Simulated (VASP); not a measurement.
# Sr3P (Pm-3m) in VASP: notebook, part 2 of 2

VASP 6.6.1. The steps go on from the part before.

### 3 Relaxation of cell and atoms, PBE

This run uses another cell than the first one, of 33.21 Å³/atom.

INCAR reads:

```
SYSTEM = Sr3P
PREC = Accurate
ENCUT = 600
EDIFF = 1E-7
ISMEAR = 0
SIGMA = 0.1
LREAL = .FALSE.
LASPH = .TRUE.
NELM = 80
ALGO = Normal
ISIF = 3
LWAVE = .FALSE.
LCHARG = .FALSE.
GGA = PE
IBRION = 2
NSW = 100
EDIFFG = -0.01
```

KPOINTS reads:

```
Automatic mesh
0
G
  10 10 10
  0 0 0
```

POSCAR reads:

```
Sr3P
1.0
    5.1024560164      0.0000000000      0.0000000000
    0.0000000000      5.1024560164      0.0000000000
    0.0000000000      0.0000000000      5.1024560164
Sr P
3 1
Direct
    0.0000000000      0.5000000000      0.5000000000
    0.5000000000      0.0000000000      0.5000000000
    0.5000000000      0.5000000000      0.0000000000
    0.0000000000      0.0000000000      0.0000000000
```

Potentials or basis: VASP PAW PBE potentials, release 64 (Sr_sv, P).

Command:

```bash
$ cat potpaw_PBE.64/Sr_sv/POTCAR potpaw_PBE.64/P/POTCAR > POTCAR
$ mpirun -np 1 vasp_std > vasp.out
```

OUTCAR:

```text
SYSTEM = Sr3P
   PREC = Accurate
   ENCUT = 600
   EDIFF = 1E-7
   ISMEAR = 0
   LREAL = .FALSE.
   LASPH = .TRUE.
   NELM = 80
   ISIF = 3
   GGA = PE
   IBRION = 2
   NSW = 100
   EDIFFG = -0.01

 ion  position               nearest neighbor table
   1  0.000  0.500  0.500-   2 3.61   3 3.61   4 3.61   3 3.61   4 3.61   2 3.61   4 3.61   4 3.61
                             2 3.61   3 3.61   3 3.61   2 3.61
   2  0.500  0.000  0.500-   1 3.61   3 3.61   4 3.61   3 3.61   4 3.61   1 3.61   3 3.61   3 3.61
                             1 3.61   4 3.61   4 3.61   1 3.61
   3  0.500  0.500  0.000-   1 3.61   2 3.61   4 3.61   1 3.61   2 3.61   2 3.61   4 3.61   2 3.61
                             1 3.61   4 3.61   1 3.61   4 3.61
   4  0.000  0.000  0.000-   1 3.61   2 3.61   3 3.61   1 3.61   2 3.61   1 3.61   3 3.61   1 3.61
                             2 3.61   3 3.61   2 3.61   3 3.61

  LATTYP: Found a simple cubic cell.
 ALAT       =     5.1024560164

  Lattice vectors:

[... 268 lines left out ...]
  energy without entropy =      -11.12885230  energy(sigma->0) =      -11.13590020

 E-fermi :   3.7547     XC(G=0):  -8.6945

 val. band max:        3.7527013833   @ k =   0.2000   0.2000   0.1000
 cond. band min:       3.7814228577   @ k =   0.4000   0.3000   0.2000
 fundamental gap:      0.0287214745
 Fermi energy:         3.7546794731

 k-point     1 :       0.0000    0.0000    0.0000
  band No.  band energies     occupation
      1     -32.8912      2.00000
      2     -32.7770      2.00000
      3     -32.7770      2.00000
      4     -15.1871      2.00000
      5     -15.1871      2.00000
      6     -15.1871      2.00000
[... 565 lines left out ...]
     20       4.3125      0.00000
     21       4.5350      0.00000

 [... further k-points ...]

------------------------ aborting loop because EDIFF is reached ----------------------------------------

  FORCE on cell =-STRESS in cart. coord.  units (eV):
  Direction    XX          YY          ZZ          XY          YZ          ZX
  --------------------------------------------------------------------------------------
  -------------------------------------------------------------------------------------
  Total       -0.0022244     -0.0022244     -0.0022244      0.0000000     -0.0000000      0.0000000
  in kB       -0.0264154     -0.0264154     -0.0264154      0.0000000     -0.0000000      0.0000000
  external PRESSURE =      -0.0264154 kB  Pullay stress =       0.0000000 kB
[... 19 lines left out ...]
  FREE ENERGIE OF THE ION-ELECTRON SYSTEM (eV)
  ---------------------------------------------------
  free  energy   TOTEN  =       -11.1429481008 eV

  energy  without entropy=      -11.1288522970  energy(sigma->0) =      -11.13590020

 reached required accuracy - stopping structural energy minimisation
```

OSZICAR:

```text
N       E                     dE             d eps       ncg     rms          rms(c)
DAV:   1     0.229127175971E+03    0.22913E+03   -0.17783E+04  2352   0.161E+03
DAV:   2     0.692128140029E+01   -0.22221E+03   -0.21908E+03  2969   0.332E+02
DAV:   3    -0.104708737190E+02   -0.17392E+02   -0.16980E+02  3565   0.729E+01
[... 35 lines left out ...]
DAV:   6    -0.111429484836E+02    0.41406E-05   -0.50411E-05  3298   0.305E-02    0.203E-02
DAV:   7    -0.111429487650E+02   -0.28148E-06   -0.50266E-06  3621   0.194E-02    0.449E-03
DAV:   8    -0.111429477109E+02    0.10542E-05   -0.15561E-06  3488   0.542E-03    0.218E-03
DAV:   9    -0.111429480956E+02   -0.38470E-06   -0.97772E-08  1706   0.159E-03    0.188E-04
DAV:  10    -0.111429481008E+02   -0.51818E-08   -0.59533E-08  1656   0.489E-04
   3 F= -.11142948E+02 E0= -.11135900E+02  d E =-.217924E-02
```

CONTCAR:

```text
Sr3P
   1.00000000000000
     5.1288915153001486    0.0000000000000000   -0.0000000000000000
    -0.0000000000000000    5.1288915153001486    0.0000000000000000
    -0.0000000000000000   -0.0000000000000000    5.1288915153001486
  Sr              P
     3     1
Direct
     0.0000000000000000    0.5000000000000000    0.5000000000000000
     0.5000000000000000    0.0000000000000000    0.5000000000000000
     0.5000000000000000    0.5000000000000000    0.0000000000000000
     0.0000000000000000    0.0000000000000000    0.0000000000000000

  0.00000000E+00  0.00000000E+00  0.00000000E+00
  0.00000000E+00  0.00000000E+00  0.00000000E+00
  0.00000000E+00  0.00000000E+00  0.00000000E+00
  0.00000000E+00  0.00000000E+00  0.00000000E+00
```

Wall time 4.3 min (1 thread of Intel Xeon 6975P-C (Granite Rapids), shared host); peak memory 0.38 GiB.

Results:

| Item | Value |
| --- | --- |
| Free energy | -11.1429 eV |
| Relaxed volume | 33.73 Å³/atom |
| Relaxed cell | a = 5.129 Å, b = 5.129 Å, c = 5.129 Å, α = 90.00°, β = 90.00°, γ = 90.00° |
| Space group after relaxing (to 0.1 Å) | Pm-3m (No. 221) |
| Energy gained by relaxing | 0.5 meV/atom |
| Ionic steps | 3 |
| Pressure after relaxing | 0.0 GPa |
| Band gap on the k mesh | zero (an odd number of electrons rules out a gap without spin polarisation) |

Step by step:
```csv
step,energy change (eV),largest force (eV/Å),pressure (GPa),volume (Å³)
1,0.0000,0.0000,0.34,132.84
2,-0.0019,0.0000,0.11,134.22
3,-0.0022,0.0000,0.00,134.92
```

Final structure:
```
CELL_PARAMETERS angstrom
5.12889 0.00000 0.00000
0.00000 5.12889 0.00000
0.00000 0.00000 5.12889
ATOMIC_POSITIONS crystal
Sr 0.00000 0.50000 0.50000
Sr 0.50000 0.00000 0.50000
Sr 0.50000 0.50000 0.00000
P 0.00000 0.00000 0.00000
```
